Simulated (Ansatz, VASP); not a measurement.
**Mo: VASP beside Ansatz**

Contents of INCAR:

```
SYSTEM = Mo
PREC = Accurate ; ENCUT = 520
EDIFF = 1E-6 ; ISMEAR = -1
SIGMA = 0.1 ; LREAL = .False.
LASPH = .True. ; NELM = 100
ALGO = Normal ; ISIF = 2
LWAVE = .False. ; LCHARG = .False.
GGA = RE ; NBANDS = 21
```

The input KPOINTS:

```
regular mesh
0
Gamma
  11 11 11
  0 0 0
```

Contents of POSCAR:

```
Mo
1.0
    0.0000000000      2.9331381216      2.9331381216
    2.9331381216      0.0000000000      2.9331381216
    2.9331381216      2.9331381216      0.0000000000
Mo
2
Direct
    0.1250000000      0.1250000000      0.1250000000
    0.8750000000      0.8750000000      0.8750000000
```

Input for Ansatz:

```yaml
crystal:
  lattice:
    - [0.0, 2.9331381216, 2.9331381216]
    - [2.9331381216, 0.0, 2.9331381216]
    - [2.9331381216, 2.9331381216, 0.0]
  atoms:
    - { symbol: Mo, position: [0.125, 0.125, 0.125] }
    - { symbol: Mo, position: [0.875, 0.875, 0.875] }
hamiltonian:
  xc: revpbe
  pseudopotentials:
    kind: paw
    azcp:
      Mo: "pseudopotentials/Mo.paw.azcp"
basis:
  ecutwfc: 420
  fft_grid_basis: typed
kpoints:
  mp_grid: { grid: [11, 11, 11], shift: [0, 0, 0] }
magnetization:
  spin_polarized: false
scf:
  occupations: { method: fermi_dirac, width: 0.1 }
  lower_state_search: "off"
output:
  stress: true
```

Alike in both runs: task single point; functional revPBE; k mesh 11 × 11 × 11; occupations fermi-dirac, width 0.1 eV; no spin polarisation.

|  | VASP | Ansatz |
| --- | --- | --- |
| version | VASP 6.6.1 | Ansatz 0.2.0 |
| potentials or method | VASP PAW PBE potentials, release 64 (Mo_sv), cutoff 520 eV | plane waves (420 eV) with PAW, scalar-relativistic |
| valence electrons in the cell | 28 | 28 |

|  | VASP | Ansatz | Ansatz less VASP |
| --- | --- | --- | --- |
| pressure (GPa) | -6.5 | -6.7 | -0.18 |

VASP's potentials were made for PBE, not for revPBE.
